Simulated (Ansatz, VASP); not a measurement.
## Two plane-wave programs on AlN

INCAR

```
SYSTEM = AlN
  ALGO = Normal
  EDIFF = 1E-6
  ENCUT = 520
  GGA = PS
  ISIF = 2
  ISMEAR = 0
  LASPH = .TRUE.
  LCHARG = .FALSE.
  LREAL = .FALSE.
  LWAVE = .FALSE.
  NBANDS = 26
  NELM = 60
  PREC = Accurate
  SIGMA = 0.05
```

KPOINTS

```
k-points
0
G
  6 6 6
  0 0 0
```

POSCAR

```
AlN
1.0
    4.3771405283      0.0000000000      0.0000000000
    0.0000000000     -4.3771405283      0.0000000000
    0.0000000000      0.0000000000     -4.3771405283
Al N
4 4
Direct
   -0.1017735824      0.0000000000     -0.1017735824
    0.5000000000      0.5000000000      0.0000000000
    0.5000000000      0.0000000000      0.5000000000
    0.0000000000      0.5000000000      0.5000000000
    0.7500000000      0.7500000000      0.7500000000
    0.2500000000      0.2500000000      0.7500000000
    0.2500000000      0.7500000000      0.2500000000
    0.7500000000      0.2500000000      0.2500000000
```

Input for Ansatz:

```yaml
crystal:
  lattice:
    - [4.3771405283, 0.0, 0.0]
    - [0.0, -4.3771405283, 0.0]
    - [0.0, 0.0, -4.3771405283]
  atoms:
    - { symbol: Al, position: [-0.1017735824, 0.0, -0.1017735824] }
    - { symbol: Al, position: [0.5, 0.5, 0.0] }
    - { symbol: Al, position: [0.5, 0.0, 0.5] }
    - { symbol: Al, position: [0.0, 0.5, 0.5] }
    - { symbol: "N", position: [0.75, 0.75, 0.75] }
    - { symbol: "N", position: [0.25, 0.25, 0.75] }
    - { symbol: "N", position: [0.25, 0.75, 0.25] }
    - { symbol: "N", position: [0.75, 0.25, 0.25] }
basis:
  ecutwfc: 420
kpoints:
  mp_grid: { grid: [6, 6, 6] }
hamiltonian:
  xc: pbesol
  pseudopotentials: { kind: paw, azcp: { folder: soft_1 } }
scf:
  occupations: { method: gaussian, width: 0.05 }
output:
  forces: true
  stress: true
  eigenvalues: true
```

Alike in both runs: task single point; functional PBEsol; k mesh 6 × 6 × 6; occupations gaussian, width 0.05 eV; no spin polarisation.

|  | VASP | Ansatz |
| --- | --- | --- |
| version | VASP 6.6.1 | Ansatz 0.2.0 |
| potentials or method | VASP PAW PBE potentials, release 64 (Al, N), cutoff 520 eV | scalar-relativistic, plane waves, PAW |
| valence electrons in the cell | 32 | 32 |

```csv
,VASP,Ansatz,Ansatz less VASP
gap on the k mesh at the Fermi level (eV),0.11,0.11,+0.007
least direct gap on the mesh (eV),0.23,0.24,+0.007
pressure (GPa),16.2,16.0,-0.20
"traceless stress, the component that is largest in VASP (GPa)",-16.47,-16.26,+0.204
rms of the force components (eV/Å),6.361,6.312,-0.0481
```

VASP's potentials were made for PBE, not for PBEsol, and Ansatz warns of the same on its side. Atom by atom the forces differ by 0.051 eV/Å (rms over components).
